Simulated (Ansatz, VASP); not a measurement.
## Cu10CO: VASP beside Ansatz

```
Cu O C
1.0
     5.03783    0.00000    0.00000
     0.00000    3.56228    0.00000
     0.00000    0.00000   23.76958
Cu O C
10 1 1
Cartesian
  1.2595 1.7811 4.0000
  3.7784 1.7811 4.0000
  0.0000 0.0000 5.2595
  2.5189 0.0000 5.2595
  1.2595 1.7811 6.5269
  3.7784 1.7811 6.5269
  0.0000 0.0000 7.8359
  2.5189 0.0000 7.8359
  1.2595 1.7811 9.0196
  3.7784 1.7811 9.0196
  2.0991 2.6717 11.7196
  2.0991 2.6717 12.8696
```

Alike in both runs: task single point; functional PBE; dispersion D3(BJ); k mesh 5 × 8 × 1; occupations gaussian, width 0.1 eV; no spin polarisation.

```csv
,VASP,Ansatz
version,VASP 6.6.1,Ansatz 0.2.0
potentials or method,"VASP PAW PBE potentials, release 64 (Cu, O, C), cutoff 520 eV","scalar-relativistic, plane waves, PAW"
valence electrons in the cell,120,200
```

Ansatz gave:

| Quantity | Value |
| --- | --- |
| gap on the k mesh at the Fermi level (eV) | none |
| rms of the force components (eV/Å) | 0.358 |

**Question.** What did VASP give for the same quantities?

**Answer.** gap on the k mesh at the Fermi level (eV): none; rms of the force components (eV/Å): 0.176.

Atom by atom the forces differ by 0.193 eV/Å (rms over components). A gap of «none» marks a metal or a gap that the smearing closes. One of these differences is far larger than is usual between the two programs; its cause wasn't traced. VASP's potentials hold 120 valence electrons a cell and Ansatz's 200, so a difference there can come from the potentials and not from the codes.

Noted on VASP's run: the standard files for N, O and F lose accuracy on very short bonds.
